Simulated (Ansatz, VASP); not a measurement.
# Ge: VASP beside Ansatz

File INCAR:

```
PREC = Accurate
ENCUT = 520
EDIFF = 1E-6
ISMEAR = 0
SIGMA = 0.1
LREAL = F
LASPH = T
NELM = 80
ALGO = Fast
ISIF = 2
LWAVE = F
LCHARG = F
LDIPOL = T
IDIPOL = 3
DIPOL = 0.5 0.5 0.500
GGA = PS
NBANDS = 51
```

KPOINTS

```
regular mesh
0
Gamma
  9 9 1
```

Contents of POSCAR:

```
Ge
1.0
    3.9969678637      0.0000000000      0.0000000000
   -1.9984839318      3.4614757080      0.0000000000
    0.0000000000      0.0000000000     29.4263442933
Ge
6
Direct
    0.3333333333      0.6666666667      0.3738146978
    0.6666666667      0.3333333333      0.4020200076
    0.6666666667      0.3333333333      0.4858973451
    0.3333333333      0.6666666667      0.5141026549
    0.3333333333      0.6666666667      0.5979799924
    0.6666666667      0.3333333333      0.6261853022
```

Input for Ansatz:

```yaml
crystal:
  lattice:
    - [3.9969678637, 0.0, 0.0]
    - [-1.9984839318, 3.461475708, 0.0]
    - [0.0, 0.0, 29.4263442933]
  atoms:
    - { symbol: Ge, position: [0.3333333333, 0.6666666667, 0.3738146978] }
    - { symbol: Ge, position: [0.6666666667, 0.3333333333, 0.4020200076] }
    - { symbol: Ge, position: [0.6666666667, 0.3333333333, 0.4858973451] }
    - { symbol: Ge, position: [0.3333333333, 0.6666666667, 0.5141026549] }
    - { symbol: Ge, position: [0.3333333333, 0.6666666667, 0.5979799924] }
    - { symbol: Ge, position: [0.6666666667, 0.3333333333, 0.6261853022] }
basis:
  ecutwfc: 420
kpoints:
  mp_grid: { grid: [9, 9, 1] }
hamiltonian:
  xc: pbesol
scf:
  occupations: { method: gaussian, width: 0.1 }
output:
  forces: true
  stress: true
  eigenvalues: true
  write_density: true
  write_potential: true
  elf: true
  volumetric_format: npy
efield:
  axis: 3
  dipole_correction: true
  ramp_width: 0.04
```

Alike in both runs: task single point; functional PBEsol; k mesh 9 × 9 × 1; occupations gaussian, width 0.1 eV; no spin polarisation.

|  | VASP | Ansatz |
| --- | --- | --- |
| version | VASP 6.6.1 | Ansatz 0.2.0 |
| potentials or method | VASP PAW PBE potentials, release 64 (Ge_d), cutoff 520 eV | scalar-relativistic, plane waves, PAW |
| valence electrons in the cell | 84 | 84 |

|  | VASP | Ansatz | Ansatz less VASP |
| --- | --- | --- | --- |
| gap on the k mesh at the Fermi level (eV) | none | none | - |
| rms of the force components (eV/Å) | 0.122 | 0.119 | -0.0025 |

VASP's potentials were made for PBE, not for PBEsol. Atom by atom the forces differ by 0.003 eV/Å (rms over components). A gap of «none» marks a metal or a gap that the smearing closes. Ansatz's warnings: xc potential rough in thin density.
